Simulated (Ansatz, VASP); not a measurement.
**In3Cl: VASP beside Ansatz**

```
In Cl
1.0
     6.62704    0.00000    0.00000
    -3.31352    5.73918    0.00000
     0.00000    0.00000    6.03636
In Cl
6 2
Direct
  0.33318 0.16659 0.75000
  0.83341 0.16659 0.75000
  0.83341 0.66682 0.75000
  0.66682 0.83341 0.25000
  0.16659 0.83341 0.25000
  0.16659 0.33318 0.25000
  0.66667 0.33333 0.25000
  0.33333 0.66667 0.75000
```

Alike in both runs: functional PBE; k mesh 6 × 6 × 6; occupations gaussian, width 0.1 eV; no spin polarisation.

Ansatz relaxed the structure, and its values are those at the end. VASP's run is a single point on that final structure, the one shown.

|  | VASP | Ansatz |
| --- | --- | --- |
| version | VASP 6.6.1 | Ansatz 0.2.0 |
| potentials or method | VASP PAW PBE potentials, release 64 (In_d, Cl), cutoff 520 eV | scalar-relativistic, plane waves, PAW |
| valence electrons in the cell | 92 | 92 |

|  | VASP | Ansatz | Ansatz less VASP |
| --- | --- | --- | --- |
| gap on the k mesh at the Fermi level (eV) | none | none | - |
| pressure (GPa) | 0.0 | 0.0 | +0.04 |

A gap of «none» marks a metal or a gap that the smearing closes. The functional is the same, so the differences come from potentials, cutoffs and numerics.
